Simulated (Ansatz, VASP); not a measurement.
# Lu2AlN3 in VASP and in Ansatz

```
Lu Al N
1.0
     3.02142   -4.35882    0.00000
     3.02142    4.35882    0.00000
     0.00000    0.00000    3.43914
Lu Al N
2 1 3
Direct
  0.50000 0.00000 0.50000
  0.00000 0.50000 0.50000
  0.00000 0.00000 0.00000
  0.79823 0.20177 0.00000
  0.20177 0.79823 0.00000
  0.50000 0.50000 0.50000
```

Change from the starting cell: species swapped into the LaAl2Cu3 type (Cmmm, No. 65).

Alike in both runs: functional PBE; k mesh 8 × 8 × 12; occupations gaussian, width 0.1 eV; no spin polarisation.

Ansatz relaxed the structure, and its values are those at the end. VASP's run is a single point on that final structure, the one shown.

|  | VASP | Ansatz |
| --- | --- | --- |
| version | VASP 6.6.1 | Ansatz 0.2.0 |
| potentials or method | VASP PAW PBE potentials, release 64 (Lu, Al, N), cutoff 520 eV | scalar-relativistic, plane waves, PAW |
| valence electrons in the cell | 68 | 68 |

|  | VASP | Ansatz | Ansatz less VASP |
| --- | --- | --- | --- |
| gap on the k mesh at the Fermi level (eV) | none | none | - |
| pressure (GPa) | 0.5 | 0.0 | -0.53 |
| rms of the force components (eV/Å) | 0.004 | 0.000 | -0.0037 |

A gap of «none» marks a metal or a gap that the smearing closes.

Spin-orbit coupling is off throughout.
